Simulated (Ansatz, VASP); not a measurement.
# One calculation of Cd, two programs

INCAR

```
  ALGO = Fast
  EDIFF = 1E-7
  ENCUT = 520
  GGA = PE
  ISIF = 2
  ISMEAR = 0
  LASPH = True
  LCHARG = False
  LREAL = False
  LWAVE = False
  NBANDS = 58
  NELM = 60
  PREC = Accurate
  SIGMA = 0.2
```

The input KPOINTS:

```
k-points
0
Gamma
  4 4 4
```

Contents of POSCAR:

```
Cd
1.0
    3.1793185212      5.1837512919      0.0000000000
   -3.1793185212      5.1837512919      0.0000000000
    0.0000000000      2.5918756460      5.6757023550
Cd
8
Direct
    0.2500000000      0.7500000000      0.0000000000
    0.7500000000      0.7500000000      0.0000000000
    0.2500000000      0.2500000000      0.0000000000
    0.7500000000      0.2500000000      0.0000000000
    0.3750000000      0.6250000000      0.5000000000
    0.8750000000      0.6250000000      0.5000000000
    0.3750000000      0.1250000000      0.5000000000
    0.8750000000      0.1250000000      0.5000000000
```

Input for Ansatz:

```yaml
crystal:
  lattice:
    - [3.1793185212, 5.1837512919, 0.0]
    - [-3.1793185212, 5.1837512919, 0.0]
    - [0.0, 2.591875646, 5.675702355]
  atoms:
    - { symbol: Cd, position: [0.25, 0.75, 0.0] }
    - { symbol: Cd, position: [0.75, 0.75, 0.0] }
    - { symbol: Cd, position: [0.25, 0.25, 0.0] }
    - { symbol: Cd, position: [0.75, 0.25, 0.0] }
    - { symbol: Cd, position: [0.375, 0.625, 0.5] }
    - { symbol: Cd, position: [0.875, 0.625, 0.5] }
    - { symbol: Cd, position: [0.375, 0.125, 0.5] }
    - { symbol: Cd, position: [0.875, 0.125, 0.5] }
basis:
  ecutwfc: 420
kpoints:
  mp_grid: { grid: [4, 4, 4] }
hamiltonian:
  xc: pbe
scf:
  occupations: { method: gaussian, width: 0.2 }
  lower_state_search: "off"
output:
  forces: true
  stress: true
  eigenvalues: true
```

Alike in both runs: task single point; functional PBE; k mesh 4 × 4 × 4; occupations gaussian, width 0.2 eV; no spin polarisation.

|  | VASP | Ansatz |
| --- | --- | --- |
| version | VASP 6.6.1 | Ansatz 0.2.0 |
| potentials or method | VASP PAW PBE potentials, release 64 (Cd), cutoff 520 eV | scalar-relativistic, plane waves, PAW |
| valence electrons in the cell | 96 | 160 |

Ansatz gave:

- gap on the k mesh at the Fermi level (eV): none
- pressure (GPa): 0.2
- traceless stress, the component that is largest in VASP (GPa): -1.20

Problem. What did VASP give for the same quantities?

Solution. gap on the k mesh at the Fermi level (eV): none; pressure (GPa): 0.5; traceless stress, the component that is largest in VASP (GPa): -1.27.

A gap of «none» marks a metal or a gap that the smearing closes. The functional is the same, so the differences come from potentials, cutoffs and numerics. VASP's potentials hold 96 valence electrons a cell and Ansatz's 160, so a difference there can come from the potentials and not from the codes.
